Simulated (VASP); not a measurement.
# TaN (Fm-3m) in VASP: a series of runs

The runs below take TaN through single point, with PBEsol.

Everything below comes from runs of VASP 6.6.1. Logs are shortened: lines on timing, memory, paths and dates and some standing lists are left out, and cuts for length are marked.

## (1) The cell of the first run

Symmetry: Fm-3m, No. 225, cubic system. Conventional cell: a = 4.343 Å, b = 4.343 Å, c = 4.343 Å, α = 90.00°, β = 90.00°, γ = 90.00°. Within 2.9 Å of Ta (site symmetry m-3m) lie 6 N at 2.17 Å. N (site symmetry m-3m) has 6 Ta at 2.17 Å within 2.9 Å.

## (2) Single point, PBEsol (volume scaled by 0.99)

Input file INCAR:

```
ALGO = Normal
EDIFF = 1E-6
ENCUT = 520
GGA = PS
ISIF = 2
ISMEAR = -1
LASPH = T
LCHARG = F
LREAL = F
LWAVE = F
NBANDS = 15
NELM = 80
PREC = Accurate
SIGMA = 0.02
```

Input file KPOINTS:

```
k-points
0
Gamma
  9 9 9
```

Input file POSCAR:

```
TaN
1.0
    0.0000000000      2.1717123202      2.1717123202
    2.1717123202      0.0000000000      2.1717123202
    2.1717123202      2.1717123202      0.0000000000
Ta N
1 1
Direct
    0.5000000000      0.5000000000      0.5000000000
    0.0000000000      0.0000000000      0.0000000000
```

Potentials or basis: VASP PAW PBE potentials, release 64 (Ta_pv, N).

Run with:

```console
cat potpaw_PBE.64/Ta_pv/POTCAR potpaw_PBE.64/N/POTCAR > POTCAR
mpirun -np 1 vasp_std > vasp.out
```

OUTCAR:

```text
EDIFF = 1E-6
   ENCUT = 520
   GGA = PS
   ISIF = 2
   ISMEAR = -1
   LASPH = T
   LREAL = F
   NELM = 80
   PREC = Accurate

 ion  position               nearest neighbor table
   1  0.500  0.500  0.500-   2 2.17   2 2.17   2 2.17   2 2.17   2 2.17   2 2.17
   2  0.000  0.000  0.000-   1 2.17   1 2.17   1 2.17   1 2.17   1 2.17   1 2.17

  LATTYP: Found a face centered cubic cell.
 ALAT       =     4.3434246404

  Lattice vectors:

 A1 = (   0.0000000000,   2.1717123202,   2.1717123202)
 A2 = (   2.1717123202,   0.0000000000,   2.1717123202)
 A3 = (   2.1717123202,   2.1717123202,   0.0000000000)

Analysis of symmetry for initial positions (statically):
=====================================================================
 Subroutine PRICEL returns:
 Original cell was already a primitive cell.

 Routine SETGRP: Setting up the symmetry group for a
 face centered cubic supercell.

 Subroutine GETGRP returns: Found 48 space group operations
 (whereof 48 operations were pure point group operations)
 out of a pool of 48 trial point group operations.

The static configuration has the point symmetry O_h .

Analysis of symmetry for dynamics (positions and initial velocities):
=====================================================================
 Subroutine PRICEL returns:
 Original cell was already a primitive cell.

 Routine SETGRP: Setting up the symmetry group for a
 face centered cubic supercell.

 Subroutine GETGRP returns: Found 48 space group operations
 (whereof 48 operations were pure point group operations)
 out of a pool of 48 trial point group operations.

The dynamic configuration has the point symmetry O_h .

 Subroutine INISYM returns: Found 48 space group operations
 (whereof 48 operations are pure point group operations),
 and found     1 'primitive' translations

----------------------------------------------------------------------------------------

                                     Primitive cell

  volume of cell :      20.4850

  direct lattice vectors                    reciprocal lattice vectors
     0.000000000  2.171712320  2.171712320    -0.230233072  0.230233072  0.230233072
     2.171712320  0.000000000  2.171712320     0.230233072 -0.230233072  0.230233072
     2.171712320  2.171712320  0.000000000     0.230233072  0.230233072 -0.230233072

  length of vectors
     3.071265017  3.071265017  3.071265017     0.398775379  0.398775379  0.398775379

[... 88 lines left out ...]
   POTIM  = 0.5000    time-step for ionic-motion
   TEBEG  =    0.0;   TEEND  =   0.0 temperature during run
   PSTRESS=    0.0 pullay stress
   NELECT =      16.0000    total number of electrons
   NUPDOWN=      -1.0000    fix difference up-down
   EMIN   =  10.00;   EMAX   =-10.00  energy-range for DOS
   EFERMI =   0.00;   METHOD = LEGACY
   ISMEAR =    -1;   SIGMA  =   0.02  broadening in eV -4-tet -1-fermi 0-gaus
   EFERMI_NEDOS =   21; number of points for ismear=-14 and -15
   IALGO  =     38    algorithm
   IMIX   =      4    mixing-type and parameters
     AMIX     =   0.40;   BMIX     =  1.00
     AMIX_MAG =   1.60;   BMIX_MAG =  1.00
  volume/ion in A,a.u.               =      10.24        69.12
  Fermi-wavevector in a.u.,A,eV,Ry     =   1.507657  2.849059 30.926443  2.273029
  Thomas-Fermi vector in A             =   2.618214
   LORBIT       =      0    0 simple, 1 ext, 2 COOP (PROOUT), +10 PAW based schemes
   GGA     = PS    functional components
   LHFCALC =     F    Hartree Fock is set to
   AEXX    =    0.0000 exact exchange contribution
   IVDW    =     0    specifies the selected vdW correction
   LEPSILON=     F    determine dielectric tensor
   LRPA    =     F    only Hartree local field effects (RPA)
 non-spin polarized calculation
  energy-cutoff  :      520.00
  volume of cell :       20.49
 maximum number of plane-waves:       560
   NGX = 11   NGY = 11   NGZ = 11

 number of electron      15.9999999 magnetization

 Free energy of the ion-electron system (eV)
  ---------------------------------------------------
  ext. energy  EPLUGINS =         0.00000000
  ---------------------------------------------------
  free energy    TOTEN  =       -23.19914817 eV

  energy without entropy =      -23.19808872  energy(sigma->0) =      -23.19861844

 E-fermi :   9.6911     XC(G=0): -13.7966

 val. band max:        9.5838348000   @ k =  -0.4444   0.2222   0.1111
 cond. band min:       9.7184915291   @ k =  -0.2222   0.2222   0.0000
 fundamental gap:      0.1346567291
 Fermi energy:         9.6911354659

 k-point     1 :       0.0000    0.0000    0.0000
  band No.  band energies     occupation
      1     -25.8357      2.00000
      2     -25.8357      2.00000
      3     -25.8357      2.00000
      4      -9.3132      2.00000
      5       5.9036      2.00000
      6       5.9036      2.00000
      7       5.9036      2.00000
      8       7.5657      2.00000
      9       7.5657      2.00000
     10       7.5657      2.00000
     11       9.8343      0.00155
     12       9.8343      0.00155
     13      11.6768      0.00000
     14      19.1943      0.00000
[... 401 lines left out ...]
      2     -26.1535      2.00000
      3     -26.1535      2.00000
      4      -7.9801      2.00000
      5       2.8350      2.00000
      6       4.1151      2.00000
      7       5.0644      2.00000
      8       5.0644      2.00000
      9      11.9325      0.00000
     10      13.5254      0.00000
     11      13.5254      0.00000
     12      14.6120      0.00000
     13      17.3345      0.00000
     14      19.2806      0.00000
     15      22.2618      0.00000

 [... further k-points ...]

------------------------ aborting loop because EDIFF is reached ----------------------------------------

  FORCE on cell =-STRESS in cart. coord.  units (eV):
  Direction    XX          YY          ZZ          XY          YZ          ZX
  --------------------------------------------------------------------------------------
  -------------------------------------------------------------------------------------
  Total        1.1930752      1.1930752      1.1930752      0.0000000     -0.0000000     -0.0000000
  in kB       93.3128672     93.3128672     93.3128672      0.0000000     -0.0000000     -0.0000000
  external PRESSURE =      93.3128672 kB  Pullay stress =       0.0000000 kB

 VOLUME and BASIS-vectors are now :
 -----------------------------------------------------------------------------
  energy-cutoff  :      520.00
  volume of cell :       20.49
      direct lattice vectors                 reciprocal lattice vectors
     0.000000000  2.171712320  2.171712320    -0.230233072  0.230233072  0.230233072
     2.171712320  0.000000000  2.171712320     0.230233072 -0.230233072  0.230233072
     2.171712320  2.171712320  0.000000000     0.230233072  0.230233072 -0.230233072

 POSITION                                       TOTAL-FORCE (eV/Angst)
 -----------------------------------------------------------------------------------
      2.17171      2.17171      2.17171         0.000000      0.000000      0.000000
      0.00000      0.00000      0.00000        -0.000000     -0.000000     -0.000000
 -----------------------------------------------------------------------------------
    total drift:                                0.000000     -0.000000     -0.000000

  FREE ENERGIE OF THE ION-ELECTRON SYSTEM (eV)
  ---------------------------------------------------
  free  energy   TOTEN  =       -23.1991481651 eV

  energy  without entropy=      -23.1980887202  energy(sigma->0) =      -23.19861844
```

stdout:

```text
POSCAR found type information on POSCAR TaN
 POSCAR found :  2 types and       2 ions
 scaLAPACK will be used
 -----------------------------------------------------------------------------
|                                                                             |
|                                                                             |
|     You enforced a specific xc type in the INCAR file but a different       |
|     I HOPE YOU KNOW WHAT YOU ARE DOING!                                     |
|                                                                             |
 -----------------------------------------------------------------------------

 LDA part: xc-table for (Slater+PW92), standard interpolation
 POSCAR, INCAR and KPOINTS ok, starting setup
 FFT: planning ... GRIDC
 FFT: planning ... GRID_SOFT
 FFT: planning ... GRID
 WAVECAR not read
 entering main loop
```

It took 6.9 s on 1 thread of Intel Xeon 6975P-C, shared host; peak memory 0.15 GiB.

What came out:

```
Free energy            : -23.1991 eV
Pressure               : 9.3 GPa
Band gap on the k mesh : zero (band 8 reaches 11.45 eV, above the bottom of band 9 at 7.57 eV)
```

Levels at points of the mesh, in eV from the Fermi level:
| k point | band 5 | band 6 | band 7 | band 8 | band 9 | band 10 | band 11 | band 12 |
| --- | --- | --- | --- | --- | --- | --- | --- | --- |
| (0.00, 0.00, 0.00) | -3.79 | -3.79 | -3.79 | -2.13 | -2.13 | -2.13 | 0.14 | 0.14 |

Caveat: the PAW data sets were made with another functional, which shifts forces and pressure a little; spin-orbit coupling is left out, which moves the levels of the heavy elements.

## (3) Single point, PBEsol (volume scaled by 1.06)

Input file INCAR:

```
SYSTEM = TaN
ALGO = Normal ; EDIFF = 1E-6
ENCUT = 520 ; GGA = PS
ISIF = 2 ; ISMEAR = -1
LASPH = .TRUE. ; LCHARG = .FALSE.
LREAL = .FALSE. ; LWAVE = .FALSE.
NBANDS = 15 ; NELM = 80
PREC = Accurate ; SIGMA = 0.02
```

Input file KPOINTS:

```
k-points
0
G
  9 9 9
  0 0 0
```

Input file POSCAR:

```
TaN
1.0
    0.0000000000      2.2217363401      2.2217363401
    2.2217363401      0.0000000000      2.2217363401
    2.2217363401      2.2217363401      0.0000000000
Ta N
1 1
Direct
    0.5000000000      0.5000000000      0.5000000000
    0.0000000000      0.0000000000      0.0000000000
```

Potentials or basis: VASP PAW PBE potentials, release 64 (Ta_pv, N).

Run with:

```console
cat potpaw_PBE.64/Ta_pv/POTCAR potpaw_PBE.64/N/POTCAR > POTCAR
mpirun -np 1 vasp_std > vasp.out
```

It took 5.8 s on 1 thread of Intel Xeon 6975P-C, shared host; peak memory 0.14 GiB.

The run converged. Its results:

| Quantity | Value |
| --- | --- |
| Free energy | -23.1718 eV |
| Pressure | -14.2 GPa |
| Band gap on the k mesh | zero (band 8 reaches 10.51 eV, above the bottom of band 9 at 6.98 eV) |

Levels at points of the mesh, in eV from the Fermi level:
```csv
k point,band 6,band 7,band 8,band 9,band 10,band 11
"(0.00, 0.00, 0.00)",-3.60,-3.60,-1.94,-1.94,-1.94,0.12
```

Caveat: the PAW data sets were made with another functional, which shifts forces and pressure a little; spin-orbit coupling is left out, which moves the levels of the heavy elements.
